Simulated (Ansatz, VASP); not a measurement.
## One calculation of CdF2, two programs

File INCAR:

```
SYSTEM = CdF2
PREC = Accurate
ENCUT = 600
EDIFF = 1E-6
ISMEAR = -1
SIGMA = 0.05
LREAL = .FALSE.
LASPH = .TRUE.
NELM = 120
ALGO = Normal
ISIF = 2
LWAVE = .FALSE.
LCHARG = .FALSE.
GGA = RE
NBANDS = 24
GGA_COMPAT = .FALSE.
```

Contents of KPOINTS:

```
Automatic mesh
0
G
  9 9 9
  0 0 0
```

The input POSCAR:

```
CdF2
1.0
    0.0000000000      2.6940000000      2.6940000000
    2.6940000000      0.0000000000      2.6940000000
    2.6940000000      2.6940000000      0.0000000000
Cd F
1 2
Direct
    0.0000000000      0.0000000000      0.0000000000
    0.7500000000      0.7500000000      0.7500000000
    0.2500000000      0.2500000000      0.2500000000
```

Contents of input.yaml:

```yaml
crystal:
  lattice:
    - [0.0, 2.694, 2.694]
    - [2.694, 0.0, 2.694]
    - [2.694, 2.694, 0.0]
  atoms:
    - { symbol: Cd, position: [0.0, 0.0, 0.0] }
    - { symbol: F, position: [0.75, 0.75, 0.75] }
    - { symbol: F, position: [0.25, 0.25, 0.25] }
hamiltonian:
  xc: revpbe
  pseudopotentials: { kind: paw }
kpoints:
  mp_grid: { grid: [9, 9, 9] }
  band_path:
    path:
      - [[0.0, 0.0, 0.0], [0.5, 0.0, 0.5], [0.5, 0.25, 0.75], [0.375, 0.375, 0.75], [0.0, 0.0, 0.0], [0.5, 0.5, 0.5], [0.625, 0.25, 0.625], [0.5, 0.25, 0.75], [0.5, 0.5, 0.5], [0.375, 0.375, 0.75]]
      - [[0.625, 0.25, 0.625], [0.5, 0.0, 0.5]]
    npoints: 14
scf:
  occupations: { method: fermi_dirac, width: 0.05 }
  n_extra_bands: 7
output:
  forces: true
  stress: true
  eigenvalues: true
  fatbands: true
```

Alike in both runs: functional revPBE; k mesh 9 × 9 × 9; occupations fermi-dirac, width 0.05 eV; no spin polarisation.

```csv
,VASP,Ansatz
version,VASP 6.6.1,Ansatz 0.2.0
potentials or method,"VASP PAW PBE potentials, release 64 (Cd_sv_GW, F)",Ansatz PAW
plane-wave cutoff (eV),600,420
valence electrons in the cell,34,34
task,single point,band structure
```

Ansatz gave:

| Item | Value |
| --- | --- |
| gap on the k mesh at the Fermi level (eV) | 3.29 |
| least direct gap on the mesh (eV) | 3.76 |
| pressure (GPa) | 9.0 |

What did VASP give for the same quantities?

gap on the k mesh at the Fermi level (eV): 3.28; least direct gap on the mesh (eV): 3.76; pressure (GPa): 8.2.

VASP's potentials were made for PBE, not for revPBE.
